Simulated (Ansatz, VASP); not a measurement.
One calculation of Ga2S, two programs

```xyz
3
Lattice="0.0000 3.0186 3.0186 3.0186 0.0000 3.0186 3.0186 3.0186 0.0000" Properties=species:S:1:pos:R:3 pbc="T T T"
Ga    1.5093    1.5093    1.5093
Ga    4.5279    4.5279    4.5279
S     0.0000    0.0000    0.0000
```

Alike in both runs: task relaxation of cell and atoms; functional PBE; k mesh 6 × 6 × 6; occupations gaussian, width 0.1 eV; no spin polarisation.

```csv
,VASP,Ansatz
version,VASP 6.6.1,Ansatz 0.2.0
potentials or method,"VASP PAW PBE potentials, release 64 (Ga_d, S), cutoff 600 eV","scalar-relativistic, plane waves, PAW"
valence electrons in the cell,32,32
```

```csv
,VASP,Ansatz,Ansatz less VASP
"gap on the k mesh at the Fermi level, each at its own relaxed structure (eV)",none,none,-
relaxed volume (Å³/atom),25.09,24.73,-0.358
relaxed length of the cell vector where the two differ most in proportion (Å),4.739,4.717,-0.0226
```

A gap of «none» marks a metal or a gap that the smearing closes.

Noted on VASP's run: the volume moved by over 15 % at a fixed basis, so the end points are rough.
